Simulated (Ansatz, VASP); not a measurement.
## RbSi6: VASP beside Ansatz

File INCAR:

```
PREC = Accurate ; ENCUT = 520
EDIFF = 1E-6 ; ISMEAR = 0
SIGMA = 0.1 ; LREAL = False
LASPH = True ; NELM = 80
ALGO = Normal ; ISIF = 2
LWAVE = False ; LCHARG = False
GGA = PE ; NBANDS = 26
```

The input KPOINTS:

```
regular mesh
0
Gamma
  8 8 8
```

File POSCAR:

```
RbSi6
1.0
   -3.3324031443      3.3324031443      3.3324031443
    3.3324031443     -3.3324031443      3.3324031443
    3.3324031443      3.3324031443     -3.3324031443
Rb Si
1 6
Direct
    0.0000000000      0.0000000000      0.0000000000
    0.7500000000      0.2500000000      0.5000000000
    0.2500000000      0.7500000000      0.5000000000
    0.5000000000      0.2500000000      0.7500000000
    0.7500000000      0.5000000000      0.2500000000
    0.5000000000      0.7500000000      0.2500000000
    0.2500000000      0.5000000000      0.7500000000
```

Input for Ansatz:

```yaml
crystal:
  lattice:
    - [-3.3324031443, 3.3324031443, 3.3324031443]
    - [3.3324031443, -3.3324031443, 3.3324031443]
    - [3.3324031443, 3.3324031443, -3.3324031443]
  atoms:
    - { symbol: Rb, position: [0.0, 0.0, 0.0] }
    - { symbol: Si, position: [0.75, 0.25, 0.5] }
    - { symbol: Si, position: [0.25, 0.75, 0.5] }
    - { symbol: Si, position: [0.5, 0.25, 0.75] }
    - { symbol: Si, position: [0.75, 0.5, 0.25] }
    - { symbol: Si, position: [0.5, 0.75, 0.25] }
    - { symbol: Si, position: [0.25, 0.5, 0.75] }
basis:
  ecutwfc: 420
kpoints:
  mp_grid: { grid: [8, 8, 8] }
hamiltonian:
  xc: pbe
scf:
  occupations: { method: gaussian, width: 0.1 }
output:
  forces: true
  stress: true
  eigenvalues: true
```

Alike in both runs: task single point; functional PBE; k mesh 8 × 8 × 8; occupations gaussian, width 0.1 eV; no spin polarisation.

```csv
,VASP,Ansatz
version,VASP 6.6.1,Ansatz 0.2.0
potentials or method,"VASP PAW PBE potentials, release 64 (Rb_sv, Si), cutoff 520 eV","scalar-relativistic, plane waves, PAW"
valence electrons in the cell,33,33
```

Ansatz gave:

```
gap on the k mesh at the Fermi level (eV) : none
pressure (GPa)                            : 4.7
```

What did VASP give for the same quantities?

gap on the k mesh at the Fermi level (eV): none; pressure (GPa): 4.6.

A gap of «none» marks a metal or a gap that the smearing closes.
